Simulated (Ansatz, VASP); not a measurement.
**One calculation of Ir, two programs**

```
Ir
1.0
     0.00000    1.91560    1.91560
     1.91560    0.00000    1.91560
     1.91560    1.91560    0.00000
Ir
1
Cartesian
  0.0000 0.0000 0.0000
```

Alike in both runs: task relaxation of cell and atoms; functional PBE; k mesh 12 × 12 × 12; occupations fermi-dirac, width 0.05 eV; no spin polarisation.

```csv
,VASP,Ansatz
version,VASP 6.6.1,Ansatz 0.2.0
potentials or method,"VASP PAW PBE potentials, release 64 (Ir)",Ansatz PAW
plane-wave cutoff (eV),600,420
valence electrons in the cell,9,17
```

Ansatz gave:

```
gap on the k mesh at the Fermi level, each at its own relaxed structure (eV) : none
relaxed volume (Å³/atom)                                                     : 14.48
relaxed cell length with the largest relative difference (Å)                 : 2.736
```

Task: What did VASP give for the same quantities?

Result: gap on the k mesh at the Fermi level, each at its own relaxed structure (eV): none; relaxed volume (Å³/atom): 14.51; relaxed cell length with the largest relative difference (Å): 2.738.

A gap of «none» marks a metal or a gap that the smearing closes. VASP's potentials hold 9 valence electrons a cell and Ansatz's 17, so a difference there can come from the potentials and not from the codes.

Neither program's run includes spin-orbit coupling. Noted on Ansatz's run: the plane-wave basis is chosen anew once the cell has moved, so the energies of steps on either side of that aren't comparable.
